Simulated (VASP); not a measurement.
The system is AlPdC4N4.

```
Al Pd C N
1.0
     5.85491    0.00000    0.00000
     0.00000    5.85491    0.00000
     0.00000    0.00000    5.85491
Al Pd C N
1 1 4 4
Direct
  0.50000 0.50000 0.50000
  0.00000 0.00000 0.00000
  0.19111 0.19111 0.19111
  0.19111 0.80889 0.80889
  0.80889 0.19111 0.80889
  0.80889 0.80889 0.19111
  0.30648 0.30648 0.30648
  0.30648 0.69352 0.69352
  0.69352 0.30648 0.69352
  0.69352 0.69352 0.30648
```

Base run:

- Program: VASP 6.6.1
- Functional: PBE
- Potentials or basis: VASP PAW PBE potentials, release 64 (Al, Pd, C, N)
- Cutoff: 520 eV
- k mesh: 4 × 4 × 4
- Occupations: gaussian, width 0.1 eV
- Spin: no spin polarisation

Its results: pressure 0.5 GPa; largest force 3.205 eV/Å.

Question: The run is repeated on the same cell with these changes: spin from no spin polarisation to collinear spin, ferromagnetic start; further incar settings from ALGO = Normal; EDIFF = 1e-06; NBANDS = 36 to ALGO = Normal; EDIFF = 1e-07; NBANDS = 40. What comes out?

Answer: Pressure 0.6 GPa; net moment 1.00 μB per cell; site moments Al +0.00; Pd +0.52; C +0.03; N +0.03 μB; largest force 3.166 eV/Å.

Caveats: forces of over 1 eV/Å act on the atoms, so gaps and moduli don't describe the material at rest.
